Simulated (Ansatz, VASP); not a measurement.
**AlNi: VASP beside Ansatz**

Contents of INCAR:

```
SYSTEM = AlNi
PREC     = Accurate       ! precision mode
ENCUT    = 520            ! plane-wave cutoff, eV
EDIFF    = 1E-6           ! SCF threshold, eV
ISMEAR   = 0              ! smearing method
SIGMA    = 0.15           ! smearing width, eV
LREAL    = .False.        ! projectors in reciprocal space
LASPH    = .True.         ! aspherical terms in the spheres
NELM     = 80             ! most SCF steps
ALGO     = Fast           ! electronic algorithm
ISIF     = 2              ! what is computed and relaxed
LWAVE    = .False.        ! write WAVECAR
LCHARG   = .False.        ! write CHGCAR
GGA      = PS             ! functional
NBANDS   = 14             ! bands
```

The input KPOINTS:

```
Automatic mesh
0
Gamma
  16 16 16
  0 0 0
```

POSCAR

```
AlNi
1.0
    2.9333689589      0.0000000000      0.0000000000
    0.0000000000      2.9333689589      0.0000000000
    0.0000000000      0.0000000000      2.9333689589
Al Ni
1 1
Direct
    0.0000000000      0.0000000000      0.0000000000
    0.5000000000      0.5000000000      0.5000000000
```

Input for Ansatz:

```yaml
crystal:
  lattice:
    - [2.9333689589, 0.0, 0.0]
    - [0.0, 2.9333689589, 0.0]
    - [0.0, 0.0, 2.9333689589]
  atoms:
    - { symbol: Al, position: [0.0, 0.0, 0.0] }
    - { symbol: Ni, position: [0.5, 0.5, 0.5] }
basis:
  ecutwfc: 520.0
kpoints:
  mp_grid: { grid: [16, 16, 16] }
hamiltonian:
  xc: pbesol
  pseudopotentials: { kind: paw, azcp: { folder: soft_1 } }
scf:
  occupations: { method: gaussian, width: 0.15 }
output:
  forces: true
  stress: true
  eigenvalues: true
  write_density: true
  write_potential: true
  elf: true
  volumetric_format: npy
```

Change from the starting cell: mode 6 frozen in at +0.000 Å, equal normal strain along x, y and z +0.0250.

Alike in both runs: task single point; functional PBEsol; k mesh 16 × 16 × 16; occupations gaussian, width 0.15 eV; no spin polarisation.

|  | VASP | Ansatz |
| --- | --- | --- |
| version | VASP 6.6.1 | Ansatz 0.2.0 |
| potentials or method | VASP PAW PBE potentials, release 64 (Al, Ni), cutoff 520 eV | scalar-relativistic, plane waves, PAW |
| valence electrons in the cell | 13 | 21 |

Ansatz gave:

```
gap on the k mesh at the Fermi level (eV) : none
pressure (GPa)                            : -10.9
```

Problem. Estimate VASP's values.

Solution. gap on the k mesh at the Fermi level (eV): none; pressure (GPa): -11.0.

VASP's potentials were made for PBE, not for PBEsol, and Ansatz warns of the same on its side. A gap of «none» marks a metal or a gap that the smearing closes. With one functional, cell and mesh, what is left measures potentials, basis and numerics. VASP's potentials hold 13 valence electrons a cell and Ansatz's 21, so a difference there can come from the potentials and not from the codes.
